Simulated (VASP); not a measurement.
# CuSi16 (a cell with a defect) in VASP: relaxation of the atoms with PBE+D3(BJ)

Aim: the relaxation of the atoms of CuSi16 (a cell with a defect) with PBE+D3(BJ).

Program: VASP 6.6.1. These are calculated values, not measurements. Logs are shortened: lines on timing, memory, paths and dates and some standing lists are left out, and cuts for length are marked.

**1. The cell of the first run**

The cell holds a defect, 17 atoms: a = 7.679 Å, b = 7.679 Å, c = 7.679 Å, α = 60.00°, β = 60.00°, γ = 60.00°.

**2. Relaxation of the atoms, PBE+D3(BJ)**

INCAR

```
PREC     = Accurate       # precision mode
ENCUT    = 520            # plane-wave cutoff, eV
EDIFF    = 1E-6           # SCF threshold, eV
ISMEAR   = -1             # smearing method
SIGMA    = 0.02           # smearing width, eV
LREAL    = Auto         
LASPH    = True           # aspherical terms in the spheres
NELM     = 100            # most SCF steps
ALGO     = Normal         # electronic algorithm
ISIF     = 2              # what is computed and relaxed
LWAVE    = False          # write WAVECAR
LCHARG   = False          # write CHGCAR
GGA      = PE             # functional
IVDW     = 12             # dispersion correction
IBRION   = 2              # ionic algorithm
NSW      = 45             # ionic steps
EDIFFG   = -0.08          # ionic threshold
NELECT   = 74.0
```

KPOINTS

```
regular mesh
0
Gamma
  2 2 2
```

POSCAR

```
CuSi16
1.0
    0.0000000000      5.4300000000      5.4300000000
    5.4300000000      0.0000000000      5.4300000000
    5.4300000000      5.4300000000      0.0000000000
Si Cu
16 1
Direct
    0.0000000000      0.0000000000      0.0000000000
    0.1250000000      0.1250000000      0.1250000000
    0.0000000000      0.0000000000      0.5000000000
    0.1250000000      0.1250000000      0.6250000000
    0.0000000000      0.5000000000      0.0000000000
    0.1250000000      0.6250000000      0.1250000000
    0.0000000000      0.5000000000      0.5000000000
    0.1250000000      0.6250000000      0.6250000000
    0.5000000000      0.0000000000      0.0000000000
    0.6250000000      0.1250000000      0.1250000000
    0.5000000000      0.0000000000      0.5000000000
    0.6250000000      0.1250000000      0.6250000000
    0.5000000000      0.5000000000      0.0000000000
    0.6250000000      0.6250000000      0.1250000000
    0.5000000000      0.5000000000      0.5000000000
    0.6250000000      0.6250000000      0.6250000000
    0.2423761000      0.2552796000      0.7562795000
```

Potentials or basis: VASP PAW PBE potentials, release 64 (Si, Cu).

Started as:

```bash
> cat potpaw_PBE.64/Si/POTCAR potpaw_PBE.64/Cu/POTCAR > POTCAR
> mpirun -np 1 vasp_std > vasp.out
```

OUTCAR:

```text
PREC = Accurate
   ENCUT = 520
   EDIFF = 1E-6
   ISMEAR = -1
   LREAL = Auto
   LASPH = True
   NELM = 100
   ISIF = 2
   GGA = PE
   IVDW = 12
   IBRION = 2
   NSW = 45
   EDIFFG = -0.08
   NELECT = 74.0
 IVDW          = 12

 ion  position               nearest neighbor table
   1  0.000  0.000  0.000-   2 2.35   4 2.35   6 2.35  10 2.35  17 2.70
   2  0.125  0.125  0.125-  17 2.31   3 2.35   5 2.35   9 2.35   1 2.35
   3  0.000  0.000  0.500-   2 2.35   4 2.35   8 2.35  12 2.35
   4  0.125  0.125  0.625-   1 2.35   3 2.35   7 2.35  11 2.35  17 2.38
   5  0.000  0.500  0.000-   2 2.35   6 2.35   8 2.35  14 2.35  17 2.65
   6  0.125  0.625  0.125-   1 2.35   5 2.35   7 2.35  13 2.35
   7  0.000  0.500  0.500-   4 2.35   6 2.35   8 2.35  16 2.35  17 2.71
   8  0.125  0.625  0.625-  17 2.32   5 2.35   7 2.35  15 2.35   3 2.35
   9  0.500  0.000  0.000-   2 2.35  10 2.35  12 2.35  14 2.35  17 2.72
  10  0.625  0.125  0.125-   1 2.35   9 2.35  11 2.35  13 2.35
  11  0.500  0.000  0.500-   4 2.35  10 2.35  12 2.35  16 2.35  17 2.78
  12  0.625  0.125  0.625-   3 2.35   9 2.35  11 2.35  15 2.35  17 2.40
  13  0.500  0.500  0.000-   6 2.35  10 2.35  14 2.35  16 2.35
  14  0.625  0.625  0.125-   5 2.35   9 2.35  13 2.35  15 2.35
  15  0.500  0.500  0.500-   8 2.35  12 2.35  14 2.35  16 2.35  17 2.73
  16  0.625  0.625  0.625-   7 2.35  11 2.35  13 2.35  15 2.35
  17  0.242  0.255  0.756-   2 2.31   8 2.32   4 2.38  12 2.40   5 2.65   1 2.70   7 2.71   9 2.72
                            15 2.73  11 2.78

  LATTYP: Found a face centered cubic cell.
 ALAT       =    10.8600000000

  Lattice vectors:

 A1 = (   0.0000000000,   5.4300000000,   5.4300000000)
 A2 = (   5.4300000000,   0.0000000000,   5.4300000000)
 A3 = (   5.4300000000,   5.4300000000,   0.0000000000)

Analysis of symmetry for initial positions (statically):
=====================================================================
 Subroutine PRICEL returns:
 Original cell was already a primitive cell.

 Routine SETGRP: Setting up the symmetry group for a
 face centered cubic supercell.

 Subroutine GETGRP returns: Found  1 space group operations
 (whereof  1 operations were pure point group operations)
 out of a pool of 48 trial point group operations.

The static configuration has the point symmetry C_1 .

Analysis of symmetry for dynamics (positions and initial velocities):
=====================================================================
 Subroutine PRICEL returns:
 Original cell was already a primitive cell.

 Routine SETGRP: Setting up the symmetry group for a
 face centered cubic supercell.

 Subroutine GETGRP returns: Found  1 space group operations
 (whereof  1 operations were pure point group operations)
 out of a pool of 48 trial point group operations.

The dynamic configuration has the point symmetry C_1 .

[... 92 lines left out ...]
  0.500000  0.000000  0.500000      1.000000
   k-points           NKPTS =      8   k-points in BZ     NKDIM =      8   number of bands    NBANDS=     46
   number of dos      NEDOS =    301   number of ions     NIONS =     17
   total plane-waves  NPLWV = 216000
   dimension x,y,z NGX =    60 NGY =   60 NGZ =   60
   dimension x,y,z NGXF=   120 NGYF=  120 NGZF=  120
   ions per type =              16   1
   NGX,Y,Z   is equivalent  to a cutoff of  12.99, 12.99, 12.99 a.u.
   NGXF,Y,Z  is equivalent  to a cutoff of  25.98, 25.98, 25.98 a.u.
 SYSTEM =  unknown system
   PREC   = accura    normal or accurate (medium, high low for compatibility)
   ISTART =      0    job   : 0-new  1-cont  2-samecut
   ICHARG =      2    charge: 1-file 2-atom 10-const
   ISPIN  =      1    spin polarized calculation?
   LNONCOLLINEAR =      F non collinear calculations
   LSORBIT =      F    spin-orbit coupling
   LASPH  =      T    aspherical Exc in radial PAW
   ENCUT  =  520.0 eV  38.22 Ry    6.18 a.u.  14.28 14.28 14.28*2*pi/ulx,y,z
   NELM   =    100;   NELMIN=  2; NELMDL= -5     # of ELM steps
   EDIFF  = 0.1E-05   stopping-criterion for ELM
   LREAL  =      T    real-space projection
   EDIFFG = -.8E-01   stopping-criterion for IOM
   NSW    =     45    number of steps for IOM
   IBRION =      2    ionic relax: 0-MD 1-quasi-New 2-CG
   NFREE  =      1    steps in history (QN), initial steepest desc. (CG)
   ISIF   =      2    stress and relaxation
   ISYM   =      2    0-nonsym 1-usesym 2-fastsym
   POTIM  = 0.5000    time-step for ionic-motion
   TEBEG  =    0.0;   TEEND  =   0.0 temperature during run
   PSTRESS=    0.0 pullay stress
   NELECT =      74.0000    total number of electrons
   NUPDOWN=      -1.0000    fix difference up-down
   EMIN   =  10.00;   EMAX   =-10.00  energy-range for DOS
   EFERMI =   0.00;   METHOD = LEGACY
   ISMEAR =    -1;   SIGMA  =   0.02  broadening in eV -4-tet -1-fermi 0-gaus
   EFERMI_NEDOS =   21; number of points for ismear=-14 and -15
   IALGO  =     38    algorithm
   IMIX   =      4    mixing-type and parameters
     AMIX     =   0.40;   BMIX     =  1.00
     AMIX_MAG =   1.60;   BMIX_MAG =  1.00
  volume/ion in A,a.u.               =      18.84       127.11
  Fermi-wavevector in a.u.,A,eV,Ry     =   1.004636  1.898488 13.732283  1.009294
  Thomas-Fermi vector in A             =   2.137265
   LORBIT       =      0    0 simple, 1 ext, 2 COOP (PROOUT), +10 PAW based schemes
   GGA     = PE    functional components
   LHFCALC =     F    Hartree Fock is set to
   AEXX    =    0.0000 exact exchange contribution
   IVDW    =    12    specifies the selected vdW correction
   LEPSILON=     F    determine dielectric tensor
   LRPA    =     F    only Hartree local field effects (RPA)
 conjugate gradient relaxation of ions
 non-spin polarized calculation
  energy-cutoff  :      520.00
  volume of cell :      320.21
 maximum number of plane-waves:      8646
 NGX is ok and might be reduce to    60
   NGX = 29   NGY = 29   NGZ = 29

--------------------------------------- Ionic step        1  -------------------------------------------

 number of electron      74.0000004 magnetization

 Free energy of the ion-electron system (eV)
  ---------------------------------------------------
  ext. energy  EPLUGINS =         0.00000000
  ---------------------------------------------------
  free energy    TOTEN  =       -94.08044521 eV

  energy without entropy =      -94.07119282  energy(sigma->0) =      -94.07581901

------------------------ aborting loop because EDIFF is reached ----------------------------------------

 Edisp (eV)   -5.66932

 E8    (eV) :    -2.3512
[... 156 lines left out ...]
--------------------------------------- Ionic step        4  -------------------------------------------

 number of electron      73.9999997 magnetization

 Free energy of the ion-electron system (eV)
  ---------------------------------------------------
  ext. energy  EPLUGINS =         0.00000000
  ---------------------------------------------------
  free energy    TOTEN  =       -94.18809808 eV

  energy without entropy =      -94.17982264  energy(sigma->0) =      -94.18396036

 E-fermi :   6.2922     XC(G=0):  -9.6030

 val. band max:        6.2768098095   @ k =   0.0000   0.0000   0.0000
 cond. band min:       6.2980120993   @ k =   0.0000   0.0000   0.0000
 fundamental gap:      0.0212022899
 Fermi energy:         6.2921758164

 k-point     1 :       0.0000    0.0000    0.0000
  band No.  band energies     occupation
      1      -5.9030      2.00000
      2      -3.5256      2.00000
      3      -3.5100      2.00000
      4      -3.5044      2.00000
      5      -3.4985      2.00000
      6      -2.0701      2.00000
[... 429 lines left out ...]
  FREE ENERGIE OF THE ION-ELECTRON SYSTEM (eV)
  ---------------------------------------------------
  free  energy   TOTEN  =       -99.8565771789 eV

  energy  without entropy=      -99.8483017386  energy(sigma->0) =      -99.85243946

 reached required accuracy - stopping structural energy minimisation
```

OSZICAR:

```text
N       E                     dE             d eps       ncg     rms          rms(c)
DAV:   1     0.356346294294E+03    0.35635E+03   -0.28064E+04   736   0.140E+03
DAV:   2    -0.477864795990E+02   -0.40413E+03   -0.38611E+03   760   0.273E+02
DAV:   3    -0.951574065316E+02   -0.47371E+02   -0.45066E+02   992   0.881E+01
DAV:   4    -0.977910220772E+02   -0.26336E+01   -0.25816E+01  1024   0.214E+01
[... 34 lines left out ...]
DAV:   2    -0.941881342887E+02   -0.25707E-03   -0.35929E-03  1080   0.320E-01    0.476E-02
DAV:   3    -0.941881023774E+02    0.31911E-04   -0.15634E-04  1090   0.774E-02    0.240E-02
DAV:   4    -0.941880987374E+02    0.36399E-05   -0.41701E-05  1000   0.102E-01    0.110E-02
DAV:   5    -0.941880981240E+02    0.61345E-06   -0.15653E-05  1002   0.102E-01    0.587E-03
DAV:   6    -0.941880980802E+02    0.43819E-07   -0.13697E-06   528   0.213E-02
   4 F= -.99856577E+02 E0= -.99852439E+02  d E =-.290141E-02
```

CONTCAR:

```text
CuSi16
   1.00000000000000
     0.0000000000000000    5.4299999999999997    5.4299999999999997
     5.4299999999999997    0.0000000000000000    5.4299999999999997
     5.4299999999999997    5.4299999999999997    0.0000000000000000
  Si              Cu
    16     1
Direct
     0.9977274936509329    0.9979850371649617    0.0023547578957339
     0.1231460796847487    0.1219232318224515    0.1321487340353950
     0.9987439461669464    0.0008841526099860    0.5010714959762994
     0.1239640966905646    0.1228276537434601    0.6227473463433076
     0.9975483069686529    0.5023878931211109    0.0024337089563051
     0.1276009133162687    0.6240601618620178    0.1240325817738680
[... 9 lines left out ...]
     0.6245049641225202    0.6241560166423687    0.6269296845100835
     0.2441298213088014    0.2540131134490357    0.7547025989780587

  0.00000000E+00  0.00000000E+00  0.00000000E+00
  0.00000000E+00  0.00000000E+00  0.00000000E+00
  0.00000000E+00  0.00000000E+00  0.00000000E+00
  0.00000000E+00  0.00000000E+00  0.00000000E+00
  0.00000000E+00  0.00000000E+00  0.00000000E+00
  0.00000000E+00  0.00000000E+00  0.00000000E+00
[... 9 lines left out ...]
  0.00000000E+00  0.00000000E+00  0.00000000E+00
  0.00000000E+00  0.00000000E+00  0.00000000E+00
```

Wall time 20 min (1 thread of Oxide Virtual Turin-like, shared host); peak memory 0.54 GiB.

What came out:

```yaml
Free_energy: -99.8566 eV
Energy_gained_by_relaxing: 6.3 meV/atom
Ionic_steps: 4
Largest_force_after_relaxing: 0.065 eV/Å
Dispersion_energy_per_atom: -0.333 eV
```

Forces in eV/Å, atoms in the order of the input:
```
Si   0.018  0.015 -0.015
Si  -0.004  0.012 -0.009
Si   0.055 -0.006 -0.011
Si   0.014  0.029  0.031
Si   0.006  0.003 -0.001
Si  -0.029  0.005  0.008
Si   0.017 -0.015  0.012
Si  -0.008 -0.007  0.010
Si   0.022  0.020 -0.017
Si  -0.015 -0.008  0.013
Si  -0.025 -0.003 -0.004
Si   0.027 -0.042 -0.040
Si   0.007  0.002  0.000
Si  -0.030 -0.005 -0.002
Si   0.021 -0.014  0.020
Si  -0.015  0.010 -0.005
Cu  -0.064  0.005  0.011
```

The path:
| step | energy change (eV) | largest force (eV/Å) | pressure (GPa) |
| --- | --- | --- | --- |
| 1 | 0.0000 | 1.0264 | -3.26 |
| 2 | -0.1038 | 0.1728 | -3.71 |
| 3 | -0.1039 | 0.1690 | -3.70 |
| 4 | -0.1068 | 0.0647 | -3.70 |

Final structure:
```cif
data_structure
_symmetry_space_group_name_H-M 'P 1'
_symmetry_Int_Tables_number 1
_cell_length_a 7.6792
_cell_length_b 7.6792
_cell_length_c 7.6792
_cell_angle_alpha 60.000
_cell_angle_beta 60.000
_cell_angle_gamma 60.000
_cell_volume 320.21
loop_
_atom_site_label
_atom_site_type_symbol
_atom_site_fract_x
_atom_site_fract_y
_atom_site_fract_z
_atom_site_occupancy
Si1 Si 0.99773 0.99799 0.00235 1
Si2 Si 0.12315 0.12192 0.13215 1
Si3 Si 0.99874 0.00088 0.50107 1
Si4 Si 0.12396 0.12283 0.62275 1
Si5 Si 0.99755 0.50239 0.00243 1
Si6 Si 0.12760 0.62406 0.12403 1
Si7 Si 0.99775 0.50231 0.49801 1
Si8 Si 0.12323 0.63197 0.62193 1
Si9 Si 0.50177 0.99805 0.00231 1
Si10 Si 0.62450 0.12697 0.12412 1
Si11 Si 0.50175 0.99818 0.49819 1
Si12 Si 0.62991 0.12313 0.62305 1
Si13 Si 0.49989 0.50008 0.00009 1
Si14 Si 0.62444 0.62409 0.12407 1
Si15 Si 0.50177 0.50226 0.49808 1
Si16 Si 0.62450 0.62416 0.62693 1
Cu1 Cu 0.24413 0.25401 0.75470 1
```

Caveat: the k points lie up to 0.50 Å⁻¹ apart; the cell carries a net charge on a neutralising background, which shifts energy and pressure; the cell is charged against a uniform background, so pressure and absolute levels hang on convention; the relaxation stopped at a loose force limit of 0.08 eV/Å, so its end isn't a converged minimum.
